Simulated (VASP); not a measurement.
**NaI: single point with r2SCAN**

The system is NaI.

```
Na I
1.0
     0.00000    3.33777    3.33777
     3.33777    0.00000    3.33777
     3.33777    3.33777    0.00000
Na I
1 1
Direct
  0.00000 0.00000 0.00000
  0.50000 0.50000 0.50000
```

```
Program             : VASP 6.6.1
Task                : single point
Functional          : r2SCAN
Potentials or basis : VASP PAW PBE potentials, release 64 (Na_pv, I)
Cutoff              : 520 eV
k mesh              : 6 × 6 × 6
Occupations         : gaussian, width 0.02 eV
Spin                : no spin polarisation
```

```json
{"Pressure": "-1.4 GPa", "Band gap on the k mesh": "4.18 eV"}
```

Levels at points of the mesh, in eV from the valence-band top:
```csv
k point,band 4,band 5,band 6,band 7,band 8,band 9,band 10,band 11
"(0.00, 0.00, 0.00)",-11.12,0.00,0.00,0.00,4.18,8.46,8.46,8.46
"(0.50, 0.00, 0.00)",-10.87,-1.87,-0.24,-0.24,5.64,7.98,7.98,9.08
"(0.50, 0.50, 0.00)",-10.81,-1.65,-0.64,-0.64,5.15,6.16,10.11,11.71
```

Wall time 3.7 min on 1 thread of AMD EPYC 7R13, on a shared host, peak memory 0.19 GiB.

Caveat: the PAW data sets were made with another functional, which shifts forces and pressure a little; spin-orbit coupling is left out, which moves the levels of the heavy elements. r2SCAN opens gaps a little over a GGA but as a rule still falls short of measured ones.
